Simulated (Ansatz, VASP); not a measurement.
One calculation of Hf3Ru, two programs

```
Hf Ru
1.0
     4.29872    0.00000    0.00000
     0.00000    4.29872    0.00000
     0.00000    0.00000    4.29872
Hf Ru
3 1
Direct
  0.00000 0.50000 0.50000
  0.50000 0.00000 0.50000
  0.50000 0.50000 0.00000
  0.00000 0.00000 0.00000
```

Alike in both runs: functional PBE; k mesh 4 × 4 × 4; occupations gaussian, width 0.1 eV; no spin polarisation.

Ansatz relaxed the structure, and its values are those at the end. VASP's run is a single point on that final structure, the one shown.

|  | VASP | Ansatz |
| --- | --- | --- |
| version | VASP 6.6.1 | Ansatz 0.2.0 |
| potentials or method | VASP PAW PBE potentials, release 64 (Hf_pv, Ru_pv), cutoff 520 eV | scalar-relativistic, plane waves, PAW |
| valence electrons in the cell | 44 | 94 |

|  | VASP | Ansatz | Ansatz less VASP |
| --- | --- | --- | --- |
| gap on the k mesh at the Fermi level (eV) | none | none | - |
| pressure (GPa) | -0.9 | -0.3 | +0.62 |

A gap of «none» marks a metal or a gap that the smearing closes. The functional is the same, so the differences come from potentials, cutoffs and numerics. VASP's potentials hold 44 valence electrons a cell and Ansatz's 94, so a difference there can come from the potentials and not from the codes.

The k mesh is coarse, so the values compare programs but aren't converged. Neither program's run includes spin-orbit coupling.
